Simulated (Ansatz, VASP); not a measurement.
# TiC in VASP and in Ansatz

Contents of INCAR:

```
SYSTEM = TiC
ALGO = Normal ; EDIFF = 1E-8
ENCUT = 520 ; GGA = PS
ISIF = 2 ; ISMEAR = -1
LASPH = .TRUE. ; LCHARG = .FALSE.
LEFG = .TRUE. ; LREAL = .FALSE.
LWAVE = .FALSE. ; NBANDS = 15
NELM = 60 ; PREC = Accurate
SIGMA = 0.03
```

Contents of KPOINTS:

```
k-points
0
G
  16 16 16
  0 0 0
```

File POSCAR:

```
TiC
1.0
    0.0216400000      2.1748200000      2.1748200000
    2.1748200000      0.0216400000      2.1748200000
    2.1748200000      2.1748200000      0.0216400000
Ti C
1 1
Direct
    0.0000000000      0.0000000000      0.0000000000
    0.5000000000      0.5000000000      0.5000000000
```

Input for Ansatz:

```yaml
crystal:
  lattice:
    - [0.02164, 2.17482, 2.17482]
    - [2.17482, 0.02164, 2.17482]
    - [2.17482, 2.17482, 0.02164]
  atoms:
    - { symbol: Ti, position: [0.0, 0.0, 0.0] }
    - { symbol: C, position: [0.5, 0.5, 0.5] }
kpoints:
  mp_grid: { grid: [16, 16, 16] }
scf:
  occupations: { method: fermi_dirac, width: 0.03 }
hamiltonian:
  xc: pbesol
  pseudopotentials: { kind: all_electron, datasets: crystal }
output:
  forces: true
  stress: true
  eigenvalues: true
  efg: { contact_densities: true }
```

Change from the starting cell: equal xy, yz and zx shear strains of +1 %, crystal datasets.

Alike in both runs: task electric field gradients; functional PBEsol; k mesh 16 × 16 × 16; occupations fermi-dirac, width 0.03 eV; no spin polarisation.

|  | VASP | Ansatz |
| --- | --- | --- |
| version | VASP 6.6.1 | Ansatz 0.2.0 |
| potentials or method | VASP PAW PBE potentials, release 64 (Ti_sv, C), cutoff 520 eV | all-electron PAW with datasets made for the crystal, scalar-relativistic |

Ansatz gave:

```
pressure (GPa)                                                : -6.2
traceless stress, the component that is largest in VASP (GPa) : -1.62
size of Vzz on the site where it differs most (V/Å²)          : 1.0
```

**Question.** Estimate VASP's values.

**Answer.** Pressure (GPa): -5.9; traceless stress, the component that is largest in VASP (GPa): -1.61; size of Vzz on the site where it differs most (V/Å²): 1.1.

VASP's potentials were made for PBE, not for PBEsol. Ansatz ran all-electron here, and VASP with PAW potentials.
